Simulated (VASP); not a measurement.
Input of a VASP 6.6.1 run:

Contents of POSCAR:

```
TiC
1.0
    0.0000000000      2.1800617706      2.1800617706
    2.1800617706      0.0000000000      2.1800617706
    2.1800617706      2.1800617706      0.0000000000
Ti C
1 1
Direct
    0.0000000000      0.0000000000      0.0000000000
    0.5000000000      0.5000000000      0.5000000000
```

File INCAR.step1:

```
SYSTEM = TiC
PREC     = Accurate       ! precision mode
ENCUT    = 520            ! plane-wave cutoff, eV
EDIFF    = 1E-5           ! SCF threshold, eV
ISMEAR   = -1             ! smearing method
SIGMA    = 0.05           ! smearing width, eV
LREAL    = .FALSE.        ! projectors in reciprocal space
LASPH    = .TRUE.         ! aspherical terms in the spheres
NELM     = 100            ! most SCF steps
ALGO     = Normal         ! electronic algorithm
ISIF     = 2              ! what is computed and relaxed
LWAVE    = .TRUE.         ! write WAVECAR
LCHARG   = .FALSE.        ! write CHGCAR
NBANDS   = 15             ! bands
GGA      = PE             ! functional
```

The input INCAR.step2:

```
SYSTEM = TiC
PREC     = Accurate       ! precision mode
ENCUT    = 520            ! plane-wave cutoff, eV
EDIFF    = 1E-7           ! SCF threshold, eV
ISMEAR   = -1             ! smearing method
SIGMA    = 0.05           ! smearing width, eV
LREAL    = .FALSE.        ! projectors in reciprocal space
LASPH    = .TRUE.         ! aspherical terms in the spheres
NELM     = 100            ! most SCF steps
ALGO     = Normal         ! electronic algorithm
ISIF     = 2              ! what is computed and relaxed
LWAVE    = .FALSE.        ! write WAVECAR
LCHARG   = .FALSE.        ! write CHGCAR
GGA      = PE             ! functional
LHFCALC  = .TRUE.         ! exact exchange
AEXX     = 0.25           ! exact-exchange fraction
PRECFOCK = Normal       
NBANDS   = 15             ! bands
ISTART   = 1
```

KPOINTS

```
Automatic mesh
0
G
  6 6 6
  0 0 0
```

Potentials or basis: VASP PAW PBE potentials, release 64 (Ti_sv, C).

The run is started by

```sh
$ cat potpaw_PBE.64/Ti_sv/POTCAR potpaw_PBE.64/C/POTCAR > POTCAR
$ cp INCAR.step1 INCAR
$ mpirun -np 1 vasp_std > vasp.out
$ cp INCAR.step2 INCAR
$ mpirun -np 1 vasp_std > vasp.out
```

Estimate the pressure.

-10.4 GPa.

What does it give for the band gap on the k mesh?

Zero (band 8 reaches 10.75 eV, above the bottom of band 9 at 8.29 eV).

Caveat: the k points lie up to 0.42 Å⁻¹ apart; the PAW data sets were made with another functional, which shifts forces and pressure a little.
